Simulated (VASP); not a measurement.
# SnO in VASP: single point with PBE+D3(BJ)

Aim: the single point of SnO with PBE+D3(BJ).

Program: VASP 6.6.1. These are calculated values, not measurements. Logs are shortened: lines on timing, memory, paths and dates and some standing lists are left out, and cuts for length are marked.

## Step 1: The cell of the first run

The cell holds a slab with vacuum, 8 atoms: a = 3.821 Å, b = 3.821 Å, c = 42.056 Å, α = 90.00°, β = 90.00°, γ = 90.00°.

## Step 2: Single point, PBE+D3(BJ)

The input, INCAR:

```
  PREC = Accurate
  ENCUT = 520
  EDIFF = 1E-6
  ISMEAR = 0
  SIGMA = 0.02
  LREAL = F
  LASPH = T
  NELM = 60
  ALGO = Normal
  ISIF = 2
  LWAVE = F
  LCHARG = F
  LDIPOL = T
  IDIPOL = 3
  DIPOL = 0.5 0.5 0.500
  GGA = PE
  IVDW = 12
  NBANDS = 50
```

The input, KPOINTS:

```
Automatic mesh
0
Gamma
  6 6 1
```

The input, POSCAR:

```
SnO
1.0
    3.8206509696      0.0000053093      0.0000000000
   -0.0000053093      3.8206509696      0.0000000000
    0.0000000000      0.0000000000     42.0560180300
Sn O
4 4
Direct
    0.9998506704      0.9998506704      0.3906401638
    0.4998506704      0.4998506704      0.4468250796
    0.4998506704      0.4998506704      0.5531749223
    0.9998506704      0.9998506704      0.6093598432
    0.9998506704      0.4998506704      0.4187315801
    0.4998506704      0.9998506704      0.4187315801
    0.4998506704      0.9998506704      0.5812684155
    0.9998506704      0.4998506704      0.5812684155
```

Potentials or basis: VASP PAW PBE potentials, release 64 (Sn_d, O).

Command:

```bash
> cat potpaw_PBE.64/Sn_d/POTCAR potpaw_PBE.64/O/POTCAR > POTCAR
> mpirun -np 1 vasp_std > vasp.out
```

OUTCAR:

```text
PREC = Accurate
   ENCUT = 520
   EDIFF = 1E-6
   ISMEAR = 0
   LREAL = F
   LASPH = T
   NELM = 60
   ISIF = 2
   GGA = PE
   IVDW = 12
 IVDW          = 12

 ion  position               nearest neighbor table
   1  1.000  1.000  0.391-   5 2.25   6 2.25   5 2.25   6 2.25   2 3.59   2 3.59   2 3.59   2 3.59

   2  0.500  0.500  0.447-   5 2.25   6 2.25   6 2.25   5 2.25   1 3.59   1 3.59   1 3.59   1 3.59

   3  0.500  0.500  0.553-   7 2.25   8 2.25   7 2.25   8 2.25   4 3.59   4 3.59   4 3.59   4 3.59

   4  1.000  1.000  0.609-   7 2.25   8 2.25   8 2.25   7 2.25   3 3.59   3 3.59   3 3.59   3 3.59

   5  1.000  0.500  0.419-   1 2.25   1 2.25   2 2.25   2 2.25
   6  0.500  1.000  0.419-   1 2.25   1 2.25   2 2.25   2 2.25
   7  0.500  1.000  0.581-   4 2.25   4 2.25   3 2.25   3 2.25
   8  1.000  0.500  0.581-   4 2.25   4 2.25   3 2.25   3 2.25

  LATTYP: Found a simple tetragonal cell.
 ALAT       =     3.8206509696
 C/A-ratio  =    11.0075529968

  Lattice vectors:

 A1 = (   3.8206509696,   0.0000053093,   0.0000000000)
 A2 = (  -0.0000053093,   3.8206509696,   0.0000000000)
 A3 = (   0.0000000000,   0.0000000000,  42.0560180300)

Analysis of symmetry for initial positions (statically):
=====================================================================
 Subroutine PRICEL returns:
 Original cell was already a primitive cell.

 Routine SETGRP: Setting up the symmetry group for a
 simple tetragonal supercell.

 Subroutine GETGRP returns: Found 16 space group operations
 (whereof  4 operations were pure point group operations)
 out of a pool of 16 trial point group operations.

The static configuration has the point symmetry C_2v.
 The point group associated with its full space group is D_4h.

Analysis of symmetry for dynamics (positions and initial velocities):
=====================================================================
 Subroutine PRICEL returns:
 Original cell was already a primitive cell.

 Routine SETGRP: Setting up the symmetry group for a
 simple tetragonal supercell.

 Subroutine GETGRP returns: Found 16 space group operations
 (whereof  4 operations were pure point group operations)
 out of a pool of 16 trial point group operations.

The dynamic configuration has the point symmetry C_2v.
 The point group associated with its full space group is D_4h.

 Subroutine INISYM returns: Found 16 space group operations
 (whereof  4 operations are pure point group operations),
 and found     1 'primitive' translations

----------------------------------------------------------------------------------------

                                     Primitive cell

  volume of cell :     613.9074

  direct lattice vectors                    reciprocal lattice vectors
     3.820650970  0.000005309  0.000000000     0.261735502  0.000000364  0.000000000
    -0.000005309  3.820650970  0.000000000    -0.000000364  0.261735502  0.000000000
     0.000000000  0.000000000 42.056018030     0.000000000  0.000000000  0.023777810

  length of vectors
     3.820650970  3.820650970 42.056018030     0.261735502  0.261735502  0.023777810

  position of ions in fractional coordinates (direct lattice)
     0.999850670  0.999850670  0.390640164
     0.499850670  0.499850670  0.446825080
     0.499850670  0.499850670  0.553174922
     0.999850670  0.999850670  0.609359843
     0.999850670  0.499850670  0.418731580
     0.499850670  0.999850670  0.418731580
     0.499850670  0.999850670  0.581268415
     0.999850670  0.499850670  0.581268415

  ion indices of the primitive-cell ions
   primitive index   ion index
                 1           1
                 2           2
                 3           3
                 4           4
                 5           5
                 6           6
                 7           7
                 8           8

----------------------------------------------------------------------------------------

 KPOINTS: Automatic mesh

Automatic generation of k-mesh.
 Grid dimensions read from file:
 generate k-points for:    6    6    1

 Generating k-lattice:

  Cartesian coordinates                     Fractional coordinates (reciprocal lattice)
     0.043622584  0.000000061  0.000000000     0.166666667 -0.000000000  0.000000000
    -0.000000061  0.043622584  0.000000000     0.000000000  0.166666667  0.000000000
     0.000000000  0.000000000  0.023777810     0.000000000  0.000000000  1.000000000

  Length of vectors
     0.043622584  0.043622584  0.023777810

  Shift w.r.t. Gamma in fractional coordinates (k-lattice)
     0.000000000  0.000000000  0.000000000

 Subroutine IBZKPT returns following result:
 ===========================================

 Found     10 irreducible k-points:

 Following reciprocal coordinates:
            Coordinates               Weight
  0.000000  0.000000  0.000000      1.000000
  0.166667  0.000000  0.000000      4.000000
  0.333333 -0.000000  0.000000      4.000000
  0.500000  0.000000  0.000000      2.000000
  0.166667  0.166667  0.000000      4.000000
  0.333333  0.166667  0.000000      8.000000
  0.500000  0.166667  0.000000      4.000000
  0.333333  0.333333  0.000000      4.000000
  0.500000  0.333333  0.000000      4.000000
  0.500000  0.500000  0.000000      1.000000
   k-points           NKPTS =     10   k-points in BZ     NKDIM =     10   number of bands    NBANDS=     50
   number of dos      NEDOS =    301   number of ions     NIONS =      8
   total plane-waves  NPLWV = 250880
   dimension x,y,z NGX =    28 NGY =   28 NGZ =  320
   dimension x,y,z NGXF=    56 NGYF=   56 NGZF=  640
   ions per type =               4   4
   NGX,Y,Z   is equivalent  to a cutoff of  12.18, 12.18, 12.65 a.u.
   NGXF,Y,Z  is equivalent  to a cutoff of  24.37, 24.37, 25.30 a.u.
 SYSTEM =  unknown system
   PREC   = accura    normal or accurate (medium, high low for compatibility)
   ISTART =      0    job   : 0-new  1-cont  2-samecut
   ICHARG =      2    charge: 1-file 2-atom 10-const
   ISPIN  =      1    spin polarized calculation?
   LNONCOLLINEAR =      F non collinear calculations
   LSORBIT =      F    spin-orbit coupling
   LASPH  =      T    aspherical Exc in radial PAW
   ENCUT  =  520.0 eV  38.22 Ry    6.18 a.u.   7.10  7.10 78.20*2*pi/ulx,y,z
   NELM   =     60;   NELMIN=  2; NELMDL= -5     # of ELM steps
   EDIFF  = 0.1E-05   stopping-criterion for ELM
   LREAL  =      F    real-space projection
   EDIFFG = 0.1E-04   stopping-criterion for IOM
   NSW    =      0    number of steps for IOM
   IBRION =     -1    ionic relax: 0-MD 1-quasi-New 2-CG
   NFREE  =      0    steps in history (QN), initial steepest desc. (CG)
   ISIF   =      2    stress and relaxation
   ISYM   =      2    0-nonsym 1-usesym 2-fastsym
   POTIM  = 0.5000    time-step for ionic-motion
   TEBEG  =    0.0;   TEEND  =   0.0 temperature during run
   PSTRESS=    0.0 pullay stress
   NELECT =      80.0000    total number of electrons
   NUPDOWN=      -1.0000    fix difference up-down
   EMIN   =  10.00;   EMAX   =-10.00  energy-range for DOS
   EFERMI =   0.00;   METHOD = LEGACY
   ISMEAR =     0;   SIGMA  =   0.02  broadening in eV -4-tet -1-fermi 0-gaus
   EFERMI_NEDOS =   21; number of points for ismear=-14 and -15
   IALGO  =     38    algorithm
   IMIX   =      4    mixing-type and parameters
     AMIX     =   0.40;   BMIX     =  1.00
     AMIX_MAG =   1.60;   BMIX_MAG =  1.00
  volume/ion in A,a.u.               =      76.74       517.86
  Fermi-wavevector in a.u.,A,eV,Ry     =   0.829986  1.568445  9.372727  0.688876
  Thomas-Fermi vector in A             =   1.942626
   LORBIT       =      0    0 simple, 1 ext, 2 COOP (PROOUT), +10 PAW based schemes
   GGA     = PE    functional components
   LHFCALC =     F    Hartree Fock is set to
   AEXX    =    0.0000 exact exchange contribution
   IVDW    =    12    specifies the selected vdW correction
   LEPSILON=     F    determine dielectric tensor
   LRPA    =     F    only Hartree local field effects (RPA)
 non-spin polarized calculation
 Gauss-broadening in eV      SIGMA  =   0.02
  energy-cutoff  :      520.00
  volume of cell :      613.91
 maximum number of plane-waves:     16576
   NGX = 15   NGY = 15   NGZ =157

 number of electron      79.9999973 magnetization

 dipolmoment           0.000000      0.000000      0.000005 electrons x Angstroem

 Free energy of the ion-electron system (eV)
  ---------------------------------------------------
  ext. energy  EPLUGINS =         0.00000000
  ---------------------------------------------------
  free energy    TOTEN  =       -45.14359270 eV

  energy without entropy =      -45.14359270  energy(sigma->0) =      -45.14359270

 E-fermi :  -2.4772     XC(G=0):  -2.8462

 val. band max:       -2.5712926080   @ k =   0.1667   0.1667   0.0000
 cond. band min:      -0.0704053595   @ k =   0.5000   0.0000   0.0000
 fundamental gap:      2.5008872486
 Fermi energy:        -2.4772396142

 k-point     1 :       0.0000    0.0000    0.0000
  band No.  band energies     occupation
      1     -23.3730      2.00000
      2     -23.3729      2.00000
      3     -23.0126      2.00000
      4     -23.0125      2.00000
      5     -22.9752      2.00000
      6     -22.9752      2.00000
[... 42 lines left out ...]
     49       2.7466      0.00000
     50       2.8843      0.00000

 k-point     2 :       0.1667    0.0000    0.0000
  band No.  band energies     occupation
      1     -23.3609      2.00000
      2     -23.3609      2.00000
      3     -23.0200      2.00000
      4     -23.0199      2.00000
      5     -22.9776      2.00000
      6     -22.9773      2.00000
[... 42 lines left out ...]
     49       2.9784      0.00000
     50       3.0107      0.00000

 k-point     3 :       0.3333   -0.0000    0.0000
  band No.  band energies     occupation
      1     -23.3271      2.00000
      2     -23.3270      2.00000
      3     -23.1499      2.00000
      4     -23.1497      2.00000
      5     -22.9825      2.00000
      6     -22.9823      2.00000
[... 42 lines left out ...]
     49       3.6424      0.00000
     50       3.6623      0.00000

 k-point     4 :       0.5000    0.0000    0.0000
  band No.  band energies     occupation
      1     -23.2629      2.00000
      2     -23.2625      2.00000
      3     -23.2624      2.00000
      4     -23.2623      2.00000
      5     -22.9840      2.00000
      6     -22.9838      2.00000
[... 42 lines left out ...]
     49       4.3195      0.00000
     50       4.4787      0.00000

 k-point     5 :       0.1667    0.1667    0.0000
  band No.  band energies     occupation
      1     -23.3514      2.00000
      2     -23.3513      2.00000
      3     -23.0560      2.00000
      4     -23.0557      2.00000
      5     -22.9957      2.00000
      6     -22.9956      2.00000
[... 42 lines left out ...]
     49       3.0016      0.00000
     50       3.0833      0.00000

 k-point     6 :       0.3333    0.1667    0.0000
  band No.  band energies     occupation
      1     -23.3251      2.00000
      2     -23.3250      2.00000
      3     -23.1769      2.00000
      4     -23.1767      2.00000
      5     -22.9800      2.00000
      6     -22.9798      2.00000
[... 42 lines left out ...]
     49       3.2226      0.00000
     50       3.4565      0.00000

 k-point     7 :       0.5000    0.1667    0.0000
  band No.  band energies     occupation
      1     -23.2728      2.00000
      2     -23.2725      2.00000
      3     -23.2725      2.00000
      4     -23.2724      2.00000
      5     -22.9815      2.00000
      6     -22.9813      2.00000
[... 42 lines left out ...]
     49       3.6051      0.00000
     50       3.7013      0.00000

 k-point     8 :       0.3333    0.3333    0.0000
  band No.  band energies     occupation
      1     -23.3204      2.00000
      2     -23.3202      2.00000
      3     -23.2434      2.00000
      4     -23.2431      2.00000
      5     -22.9766      2.00000
      6     -22.9764      2.00000
[... 42 lines left out ...]
     49       3.0403      0.00000
     50       3.6204      0.00000

 k-point     9 :       0.5000    0.3333    0.0000
  band No.  band energies     occupation
      1     -23.2985      2.00000
      2     -23.2983      2.00000
      3     -23.2981      2.00000
      4     -23.2981      2.00000
      5     -22.9782      2.00000
      6     -22.9781      2.00000
[... 42 lines left out ...]
     49       3.6098      0.00000
     50       3.9867      0.00000

 k-point    10 :       0.5000    0.5000    0.0000
  band No.  band energies     occupation
      1     -23.3130      2.00000
      2     -23.3130      2.00000
      3     -23.3127      2.00000
      4     -23.3127      2.00000
      5     -22.9806      2.00000
      6     -22.9804      2.00000
[... 42 lines left out ...]
     49       3.3026      0.00000
     50       3.5946      0.00000

------------------------ aborting loop because EDIFF is reached ----------------------------------------

 vacuum level on the upper side and lower side of the slab       (xc-potential included)        -0.096        -0.096

 Edisp (eV)   -1.21203

 E8    (eV) :    -0.5369

  FORCE on cell =-STRESS in cart. coord.  units (eV):
  Direction    XX          YY          ZZ          XY          YZ          ZX
  --------------------------------------------------------------------------------------
  -------------------------------------------------------------------------------------
  Total       0.18260     0.18260     0.26427    -0.00000     0.00000    -0.00000
  in kB       0.47655     0.47655     0.68968    -0.00000     0.00000    -0.00000
  external pressure =        0.55 kB  Pullay stress =        0.00 kB

 VOLUME and BASIS-vectors are now :
 -----------------------------------------------------------------------------
  energy-cutoff  :      520.00
  volume of cell :      613.91
      direct lattice vectors                 reciprocal lattice vectors
     3.820650970  0.000005309  0.000000000     0.261735502  0.000000364  0.000000000
    -0.000005309  3.820650970  0.000000000    -0.000000364  0.261735502  0.000000000
     0.000000000  0.000000000 42.056018030     0.000000000  0.000000000  0.023777810

 POSITION                                       TOTAL-FORCE (eV/Angst)
 -----------------------------------------------------------------------------------
      3.82008      3.82009     16.42877         0.000000      0.000000     -0.085430
      1.90975      1.90976     18.79168        -0.000000     -0.000000      0.085198
      1.90975      1.90976     23.26433         0.000000     -0.000000     -0.085198
      3.82008      3.82009     25.62725        -0.000000      0.000000      0.085430
      3.82008      1.90976     17.61018         0.000000     -0.000000      0.000066
      1.90975      3.82008     17.61018         0.000000      0.000000      0.000066
      1.90975      3.82008     24.44583         0.000000     -0.000000     -0.000066
      3.82008      1.90976     24.44583        -0.000000      0.000000     -0.000066
 -----------------------------------------------------------------------------------
    total drift:                               -0.000012     -0.000012      0.001608

  FREE ENERGIE OF THE ION-ELECTRON SYSTEM (eV)
  ---------------------------------------------------
  free  energy   TOTEN  =       -46.3556202769 eV

  energy  without entropy=      -46.3556202769  energy(sigma->0) =      -46.35562028

 vacuum level on the upper side and lower side of the slab         2.537         2.537
```

It took 8.9 min on 1 thread of Intel Xeon Platinum 8259CL at 2.50GHz (Skylake/Cascade Lake), shared host; peak memory 0.65 GiB.

Results:

| Item | Value |
| --- | --- |
| Free energy | -46.3556 eV |
| Largest force | 0.085 eV/Å |
| Band gap on the k mesh | 2.50 eV (least direct gap 2.61 eV) |
| Dispersion energy per atom | -0.152 eV |

Forces on the atoms (eV/Å):
```
Sn   0.000  0.000 -0.085
Sn   0.000  0.000  0.085
Sn   0.000  0.000 -0.085
Sn   0.000  0.000  0.085
O    0.000  0.000  0.000
O    0.000  0.000  0.000
O    0.000  0.000  0.000
O    0.000  0.000  0.000
```

Caveat: spin-orbit coupling is left out, which moves the levels of the heavy elements.
